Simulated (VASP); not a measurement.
Wanted: the native input for a VASP 6.6.1 run.

```
Task                   : single point
Functional             : PBE
Potentials or basis    : VASP PAW PBE potentials, release 64 (Sc_sv, Cd)
Cutoff                 : 520 eV
k mesh                 : 12 × 12 × 16
Occupations            : gaussian, width 0.1 eV
Spin                   : no spin polarisation
Dipole correction      : no
Further INCAR settings : ALGO = Fast; EDIFF = 1e-06; NBANDS = 24
```

The structure of Sc2Cd lies in POSCAR:

```
Sc2Cd
1.0
    5.0771859107      0.0000000000      0.0000000000
   -2.5385929554      4.3969719784      0.0000000000
    0.0000000000      0.0000000000      2.9815655155
Sc Cd
2 1
Direct
    0.3333333333      0.6666666667      0.5000000000
    0.6666666667      0.3333333333      0.5000000000
    0.0000000000      0.0000000000      0.0000000000
```

The input as run:

INCAR

```
SYSTEM = Sc2Cd
ALGO = Fast
EDIFF = 1E-6
ENCUT = 520
GGA = PE
ISIF = 2
ISMEAR = 0
LASPH = .True.
LCHARG = .False.
LREAL = .False.
LWAVE = .False.
NBANDS = 24
NELM = 80
PREC = Accurate
SIGMA = 0.1
```

KPOINTS

```
k-points
0
Gamma
  12 12 16
  0 0 0
```

Potentials or basis: VASP PAW PBE potentials, release 64 (Sc_sv, Cd).

Command:

```bash
$ cat potpaw_PBE.64/Sc_sv/POTCAR potpaw_PBE.64/Cd/POTCAR > POTCAR
$ mpirun -np 1 vasp_std > vasp.out
```

It gave:

```
Pressure               : 0.1 GPa
Band gap on the k mesh : zero (bands 17 and 18 overlap by 0.42 eV)
```

Run time: 2.3 min on 1 thread of Intel(R) Xeon(R) 6975P-C (Granite Rapids), with other jobs on the host, peak memory 0.38 GiB.
